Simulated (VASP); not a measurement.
# GeSb4Te4 (P-3m1) in VASP: single point with PBEsol

Aim: the single point of GeSb4Te4 with PBEsol.

All numbers are computed with VASP 6.6.1; they aren't measurements. Logs are shortened: lines on timing, memory, paths and dates and some standing lists are left out, and cuts for length are marked.

### Step 1. The cell of the first run

Symmetry: P-3m1, No. 164, trigonal system. Conventional cell: a = 4.267 Å, b = 4.267 Å, c = 15.646 Å, α = 90.00°, β = 90.00°, γ = 120.00°. Ge (site symmetry -3m) has 6 Te at 2.89 Å within 3.8 Å. Sb (site symmetry 3m) has 3 Sb at 2.85 Å and 3 Te at 3.31 Å within 3.8 Å. Sb (site symmetry 3m) has 6 Te at 2.92 to 3.06 Å within 3.9 Å. Within 4.0 Å of Te (site symmetry 3m) lie 3 Ge at 2.89 Å and 3 Sb at 3.06 Å and 3 Te at 3.90 Å. Within 3.9 Å of Te (site symmetry 3m) lie 6 Sb at 2.92 to 3.31 Å.

### Step 2. Single point, PBEsol (strain +0.000 along x and y, -0.080 along z)

INCAR

```
ALGO = Normal
EDIFF = 1E-6
ENCUT = 520
GGA = PS
ISIF = 2
ISMEAR = 0
LASPH = T
LCHARG = T
LELF = T
LREAL = F
LVHAR = T
LWAVE = F
NBANDS = 39
NELM = 80
PREC = Accurate
SIGMA = 0.15
```

KPOINTS

```
k-points
0
Gamma
  12 12 4
```

POSCAR

```
GeSb4Te4
1.0
    4.2666100355      0.0000000000      0.0000000000
   -2.1333050177      3.6949926788      0.0000000000
    0.0000000000      0.0000000000     15.6461701214
Ge Sb Te
1 4 4
Direct
    0.0000000000      0.0000000000      0.0000000000
    0.3333333333      0.6666666667      0.5458633036
    0.6666666667      0.3333333333      0.4541366964
    0.6666666667      0.3333333333      0.7873570402
    0.3333333333      0.6666666667      0.2126429598
    0.3333333333      0.6666666667      0.9032211307
    0.6666666667      0.3333333333      0.0967788693
    0.0000000000      0.0000000000      0.6867444281
    0.0000000000      0.0000000000      0.3132555719
```

Potentials or basis: VASP PAW PBE potentials, release 64 (Ge_d, Sb, Te).

Run with:

```console
$ cat potpaw_PBE.64/Ge_d/POTCAR potpaw_PBE.64/Sb/POTCAR potpaw_PBE.64/Te/POTCAR > POTCAR
$ mpirun -np 1 vasp_std > vasp.out
```

OUTCAR:

```text
EDIFF = 1E-6
   ENCUT = 520
   GGA = PS
   ISIF = 2
   ISMEAR = 0
   LASPH = T
   LREAL = F
   NELM = 80
   PREC = Accurate

 ion  position               nearest neighbor table
   1  0.000  0.000  0.000-   6 2.89   7 2.89   6 2.89   7 2.89   7 2.89   6 2.89
   2  0.333  0.667  0.546-   3 2.85   3 2.85   3 2.85   8 3.31   8 3.31   8 3.31
   3  0.667  0.333  0.454-   2 2.85   2 2.85   2 2.85   9 3.31   9 3.31   9 3.31
   4  0.667  0.333  0.787-   8 2.92   8 2.92   8 2.92   6 3.06   6 3.06   6 3.06
   5  0.333  0.667  0.213-   9 2.92   9 2.92   9 2.92   7 3.06   7 3.06   7 3.06
   6  0.333  0.667  0.903-   1 2.89   1 2.89   1 2.89   4 3.06   4 3.06   4 3.06
   7  0.667  0.333  0.097-   1 2.89   1 2.89   1 2.89   5 3.06   5 3.06   5 3.06
   8  0.000  0.000  0.687-   4 2.92   4 2.92   4 2.92   2 3.31   2 3.31   2 3.31
   9  0.000  0.000  0.313-   5 2.92   5 2.92   5 2.92   3 3.31   3 3.31   3 3.31

  LATTYP: Found a hexagonal cell.
 ALAT       =     4.2666100355
 C/A-ratio  =     3.6671197956

  Lattice vectors:

 A1 = (   4.2666100355,   0.0000000000,   0.0000000000)
 A2 = (  -2.1333050177,   3.6949926788,   0.0000000000)
 A3 = (   0.0000000000,   0.0000000000,  15.6461701214)

Analysis of symmetry for initial positions (statically):
=====================================================================
 Subroutine PRICEL returns:
 Original cell was already a primitive cell.

 Routine SETGRP: Setting up the symmetry group for a
 hexagonal supercell.

 Subroutine GETGRP returns: Found 12 space group operations
 (whereof 12 operations were pure point group operations)
 out of a pool of 24 trial point group operations.

The static configuration has the point symmetry D_3d.

Analysis of symmetry for dynamics (positions and initial velocities):
=====================================================================
 Subroutine PRICEL returns:
 Original cell was already a primitive cell.

 Routine SETGRP: Setting up the symmetry group for a
 hexagonal supercell.

 Subroutine GETGRP returns: Found 12 space group operations
 (whereof 12 operations were pure point group operations)
 out of a pool of 24 trial point group operations.

The dynamic configuration has the point symmetry D_3d.

 Subroutine INISYM returns: Found 12 space group operations
 (whereof 12 operations are pure point group operations),
 and found     1 'primitive' translations

----------------------------------------------------------------------------------------

                                     Primitive cell

  volume of cell :     246.6633

  direct lattice vectors                    reciprocal lattice vectors
     4.266610036  0.000000000  0.000000000     0.234378111  0.135318265  0.000000000
    -2.133305018  3.694992679  0.000000000     0.000000000  0.270636531  0.000000000
     0.000000000  0.000000000 15.646170121     0.000000000  0.000000000  0.063913405

  length of vectors
     4.266610036  4.266610035 15.646170121     0.270636531  0.270636531  0.063913405

  position of ions in fractional coordinates (direct lattice)
     0.000000000  0.000000000  0.000000000
     0.333333333  0.666666667  0.545863304
     0.666666667  0.333333333  0.454136696
     0.666666667  0.333333333  0.787357040
     0.333333333  0.666666667  0.212642960
     0.333333333  0.666666667  0.903221131
     0.666666667  0.333333333  0.096778869
     0.000000000  0.000000000  0.686744428
     0.000000000  0.000000000  0.313255572

  ion indices of the primitive-cell ions
   primitive index   ion index
                 1           1
                 2           2
                 3           3
                 4           4
                 5           5
                 6           6
                 7           7
                 8           8
                 9           9

----------------------------------------------------------------------------------------

 KPOINTS: k-points

Automatic generation of k-mesh.
 Grid dimensions read from file:
 generate k-points for:   12   12    4

 Generating k-lattice:

  Cartesian coordinates                     Fractional coordinates (reciprocal lattice)
     0.019531509  0.011276522  0.000000000     0.083333333  0.000000000  0.000000000
     0.000000000  0.022553044  0.000000000     0.000000000  0.083333333  0.000000000
     0.000000000  0.000000000  0.015978351     0.000000000  0.000000000  0.250000000

  Length of vectors
     0.022553044  0.022553044  0.015978351

  Shift w.r.t. Gamma in fractional coordinates (k-lattice)
     0.000000000  0.000000000  0.000000000

 Subroutine IBZKPT returns following result:
 ===========================================

 Found     69 irreducible k-points:

 Following reciprocal coordinates:
            Coordinates               Weight
  0.000000  0.000000  0.000000      1.000000
  0.083333 -0.000000  0.000000      6.000000
  0.166667 -0.000000  0.000000      6.000000
  0.250000  0.000000  0.000000      6.000000
  0.333333  0.000000  0.000000      6.000000
  0.416667  0.000000  0.000000      6.000000
[... 16 lines left out ...]
  0.166667 -0.000000  0.250000      6.000000
  0.000000  0.166667  0.250000      6.000000
 [... further k-points ...]
   k-points           NKPTS =     69   k-points in BZ     NKDIM =     69   number of bands    NBANDS=     39
   number of dos      NEDOS =    301   number of ions     NIONS =      9
   total plane-waves  NPLWV = 122880
   dimension x,y,z NGX =    32 NGY =   32 NGZ =  120
   dimension x,y,z NGXF=    64 NGYF=   64 NGZF=  240
   ions per type =               1   4   4
   NGX,Y,Z   is equivalent  to a cutoff of  12.47, 12.47, 12.75 a.u.
   NGXF,Y,Z  is equivalent  to a cutoff of  24.94, 24.94, 25.50 a.u.
 SYSTEM =  unknown system
   PREC   = accura    normal or accurate (medium, high low for compatibility)
   ISTART =      0    job   : 0-new  1-cont  2-samecut
   ICHARG =      2    charge: 1-file 2-atom 10-const
   ISPIN  =      1    spin polarized calculation?
   LNONCOLLINEAR =      F non collinear calculations
   LSORBIT =      F    spin-orbit coupling
   LASPH  =      T    aspherical Exc in radial PAW
   ENCUT  =  520.0 eV  38.22 Ry    6.18 a.u.   7.93  7.93 29.09*2*pi/ulx,y,z
   NELM   =     80;   NELMIN=  2; NELMDL= -5     # of ELM steps
   EDIFF  = 0.1E-05   stopping-criterion for ELM
   LREAL  =      F    real-space projection
   EDIFFG = 0.1E-04   stopping-criterion for IOM
   NSW    =      0    number of steps for IOM
   IBRION =     -1    ionic relax: 0-MD 1-quasi-New 2-CG
   NFREE  =      0    steps in history (QN), initial steepest desc. (CG)
   ISIF   =      2    stress and relaxation
   ISYM   =      2    0-nonsym 1-usesym 2-fastsym
   POTIM  = 0.5000    time-step for ionic-motion
   TEBEG  =    0.0;   TEEND  =   0.0 temperature during run
   PSTRESS=    0.0 pullay stress
   NELECT =      58.0000    total number of electrons
   NUPDOWN=      -1.0000    fix difference up-down
   EMIN   =  10.00;   EMAX   =-10.00  energy-range for DOS
   EFERMI =   0.00;   METHOD = LEGACY
   ISMEAR =     0;   SIGMA  =   0.15  broadening in eV -4-tet -1-fermi 0-gaus
   EFERMI_NEDOS =   21; number of points for ismear=-14 and -15
   IALGO  =     38    algorithm
   IMIX   =      4    mixing-type and parameters
     AMIX     =   0.40;   BMIX     =  1.00
     AMIX_MAG =   1.60;   BMIX_MAG =  1.00
  volume/ion in A,a.u.               =      27.41       184.95
  Fermi-wavevector in a.u.,A,eV,Ry     =   1.010453  1.909479 13.891747  1.021015
  Thomas-Fermi vector in A             =   2.143443
   LORBIT       =      0    0 simple, 1 ext, 2 COOP (PROOUT), +10 PAW based schemes
   GGA     = PS    functional components
   LHFCALC =     F    Hartree Fock is set to
   AEXX    =    0.0000 exact exchange contribution
   IVDW    =     0    specifies the selected vdW correction
   LEPSILON=     F    determine dielectric tensor
   LRPA    =     F    only Hartree local field effects (RPA)
 non-spin polarized calculation
 Gauss-broadening in eV      SIGMA  =   0.15
  energy-cutoff  :      520.00
  volume of cell :      246.66
 maximum number of plane-waves:      6708
   NGX = 15   NGY = 15   NGZ = 59

 number of electron      58.0000018 magnetization

 Free energy of the ion-electron system (eV)
  ---------------------------------------------------
  ext. energy  EPLUGINS =         0.00000000
  ---------------------------------------------------
  free energy    TOTEN  =       -37.54846696 eV

  energy without entropy =      -37.52829467  energy(sigma->0) =      -37.53838082

 E-fermi :   7.8287     XC(G=0): -10.0752

 val. band max:        7.7874033530   @ k =   0.0833  -0.0000   0.2500
 cond. band min:       7.8395846255   @ k =   0.4167   0.0000   0.5000
 fundamental gap:      0.0521812725
 Fermi energy:         7.8286859799

 k-point     1 :       0.0000    0.0000    0.0000
  band No.  band energies     occupation
      1     -16.9507      2.00000
      2     -16.9507      2.00000
      3     -16.9397      2.00000
      4     -16.9391      2.00000
      5     -16.9391      2.00000
      6      -6.1858      2.00000
[... 31 lines left out ...]
     38       9.3255      0.00000
     39      10.1138      0.00000

 k-point     2 :       0.0833   -0.0000    0.0000
  band No.  band energies     occupation
      1     -16.9509      2.00000
      2     -16.9505      2.00000
      3     -16.9395      2.00000
      4     -16.9392      2.00000
      5     -16.9390      2.00000
      6      -6.1186      2.00000
[... 913 lines left out ...]
     38      10.5984      0.00000
     39      10.8969      0.00000

 k-point    24 :       0.0000    0.1667    0.2500
  band No.  band energies     occupation
      1     -16.9515      2.00000
      2     -16.9503      2.00000
      3     -16.9395      2.00000
      4     -16.9390      2.00000
      5     -16.9388      2.00000
      6      -5.9034      2.00000
[... 31 lines left out ...]
     38      10.4896      0.00000
     39      10.7106      0.00000

 [... further k-points ...]

------------------------ aborting loop because EDIFF is reached ----------------------------------------

  FORCE on cell =-STRESS in cart. coord.  units (eV):
  Direction    XX          YY          ZZ          XY          YZ          ZX
  --------------------------------------------------------------------------------------
  -------------------------------------------------------------------------------------
  Total        7.4369137      7.4369137     11.4416195      0.0000000      0.0000000     -0.0000000
  in kB       48.3057402     48.3057402     74.3179127      0.0000000      0.0000000     -0.0000000
  external PRESSURE =      56.9764644 kB  Pullay stress =       0.0000000 kB

 VOLUME and BASIS-vectors are now :
 -----------------------------------------------------------------------------
  energy-cutoff  :      520.00
  volume of cell :      246.66
      direct lattice vectors                 reciprocal lattice vectors
     4.266610036  0.000000000  0.000000000     0.234378111  0.135318265  0.000000000
    -2.133305018  3.694992679  0.000000000     0.000000000  0.270636531  0.000000000
     0.000000000  0.000000000 15.646170121     0.000000000  0.000000000  0.063913405

 POSITION                                       TOTAL-FORCE (eV/Angst)
 -----------------------------------------------------------------------------------
      0.00000      0.00000      0.00000         0.000000      0.000000     -0.000000
     -0.00000      2.46333      8.54067         0.000000      0.000000      0.670923
      2.13331      1.23166      7.10550         0.000000      0.000000     -0.670923
      2.13331      1.23166     12.31912         0.000000      0.000000      0.255406
     -0.00000      2.46333      3.32705        -0.000000      0.000000     -0.255406
     -0.00000      2.46333     14.13195         0.000000     -0.000000      0.062163
      2.13331      1.23166      1.51422        -0.000000      0.000000     -0.062163
      0.00000      0.00000     10.74492        -0.000000     -0.000000     -0.640205
      0.00000      0.00000      4.90125         0.000000      0.000000      0.640205
 -----------------------------------------------------------------------------------
    total drift:                                0.000000     -0.000000     -0.000000

  FREE ENERGIE OF THE ION-ELECTRON SYSTEM (eV)
  ---------------------------------------------------
  free  energy   TOTEN  =       -37.5484669617 eV

  energy  without entropy=      -37.5282946744  energy(sigma->0) =      -37.53838082
```

Run time: 11 min. Hardware: 1 thread of Intel Xeon Platinum 8488C (Sapphire Rapids), shared host; peak memory 0.74 GiB.

Results:

```yaml
Free_energy: -37.5485 eV
Pressure: 5.7 GPa
Largest_force: 0.671 eV/Å
Band_gap_on_the_k_mesh: zero (bands 29 and 30 overlap by 0.34 eV)
```

Forces in eV/Å, atoms in the order of the input:
```
Ge   0.000  0.000  0.000
Sb   0.000  0.000  0.671
Sb   0.000  0.000 -0.671
Sb   0.000  0.000  0.255
Sb   0.000  0.000 -0.255
Te   0.000  0.000  0.062
Te   0.000  0.000 -0.062
Te   0.000  0.000 -0.640
Te   0.000  0.000  0.640
```

Stress tensor (GPa, compression positive):
```
4.83 0.00 0.00
0.00 4.83 0.00
0.00 0.00 7.43
```

Levels at points of the mesh, in eV from the Fermi level:
| k point | band 26 | band 27 | band 28 | band 29 | band 30 | band 31 | band 32 | band 33 |
| --- | --- | --- | --- | --- | --- | --- | --- | --- |
| (0.00, 0.00, 0.00) | -1.46 | -1.30 | -1.09 | -0.26 | -0.25 | -0.25 | 0.32 | 0.85 |
| (0.50, 0.00, 0.00) | -1.94 | -1.87 | -1.09 | -0.26 | 0.98 | 1.08 | 1.30 | 1.39 |
| (0.00, 0.00, 0.50) | -1.53 | -1.32 | -1.12 | -0.30 | 0.02 | 0.02 | 0.37 | 0.37 |
| (0.50, 0.00, 0.50) | -2.03 | -1.68 | -1.49 | -0.05 | 0.22 | 0.46 | 1.59 | 1.91 |

Caveat: the cell differs from its parent crystal (strain +0.000 along x and y, -0.080 along z); the cell stands under pressure; the PAW data sets were made with another functional, which shifts forces and pressure a little; spin-orbit coupling is left out, which moves the levels of the heavy elements.

The gap in the log of VASP goes by the Fermi energy; the results here count the filled bands.